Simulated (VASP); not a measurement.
Set up this calculation in VASP 6.6.1, as the native input.

| Property | Result |
| --- | --- |
| Task | relaxation of cell and atoms |
| Functional | r2SCAN |
| Dispersion | rVV10 |
| Potentials or basis | VASP PAW PBE potentials, release 64 (Cd, Te) |
| Cutoff | 550 eV |
| k mesh | 6 × 6 × 6 |
| Occupations | fermi-dirac, width 0.03 eV |
| Spin | no spin polarisation |
| Dipole correction | no |
| Further INCAR settings | ALGO = Normal; EDIFF = 1e-07; IBRION = 2; EDIFFG = -0.01; NSW = 100; ISIF = 3 |

The system is CdTe.

```
CELL_PARAMETERS angstrom
3.69675 0.00000 0.00000
0.00000 3.69675 0.00000
0.00000 0.00000 3.69675
ATOMIC_POSITIONS crystal
Cd 0.00000 0.00000 0.00000
Te 0.50000 0.50000 0.50000
```

The input as run:

POSCAR

```
CdTe
1.0
    3.6967526232      0.0000000000      0.0000000000
    0.0000000000      3.6967526232      0.0000000000
    0.0000000000      0.0000000000      3.6967526232
Cd Te
1 1
Direct
    0.0000000000      0.0000000000      0.0000000000
    0.5000000000      0.5000000000      0.5000000000
```

INCAR.step1

```
PREC = Accurate ; ENCUT = 550
ISMEAR = -1 ; SIGMA = 0.03
LREAL = F ; LASPH = T
NELM = 120 ; GGA = PE
ALGO = Normal ; EDIFF = 1E-5
LWAVE = T ; LCHARG = F
GGA_COMPAT = F ; IBRION = 2
ISIF = 3 ; EDIFFG = -0.005
NELMIN = 4 ; NSW = 100
```

INCAR.step2

```
PREC = Accurate ; ENCUT = 550
EDIFF = 1E-7 ; ISMEAR = -1
SIGMA = 0.03 ; LREAL = F
LASPH = T ; NELM = 120
ALGO = Normal ; ISIF = 3
LWAVE = F ; LCHARG = F
METAGGA = R2SCAN ; LMIXTAU = T
LUSE_VDW = T ; IVDW_NL = 2
BPARAM = 11.95 ; CPARAM = 0.0093
IBRION = 2 ; NSW = 100
EDIFFG = -0.01 ; ISTART = 1
GGA_COMPAT = F ; NELMIN = 4
```

KPOINTS

```
Automatic mesh
0
Gamma
  6 6 6
```

Potentials or basis: VASP PAW PBE potentials, release 64 (Cd, Te).

Command:

```console
$ cat potpaw_PBE.64/Cd/POTCAR potpaw_PBE.64/Te/POTCAR > POTCAR
$ cp INCAR.step1 INCAR
$ mpirun -np 1 vasp_std > vasp.out
$ cp INCAR.step2 INCAR
$ mpirun -np 1 vasp_std > vasp.out
```

Results of the run:

```json
{
  "Relaxed volume": "26.23 Å³/atom",
  "Relaxed cell": "a = 3.743 Å, b = 3.743 Å, c = 3.743 Å, α = 90.00°, β = 90.00°, γ = 90.00°",
  "Space group after relaxing (to 0.05 Å)": "Pm-3m (No. 221)",
  "Energy gained by relaxing": "6.5 meV/atom",
  "Ionic steps": "3",
  "Pressure after relaxing": "0.0 GPa",
  "Band gap on the k mesh": "zero (band 9 reaches 5.38 eV, above the bottom of band 10 at 4.24 eV)"
}
```

Caveat: the PAW data sets were made with another functional, which shifts forces and pressure a little; spin-orbit coupling is left out, which moves the levels of the heavy elements.

Run time: 3.8 min on 1 thread of AMD EPYC 9R45 96-Core Processor (Zen 5) (shared host), peak memory 0.25 GiB.
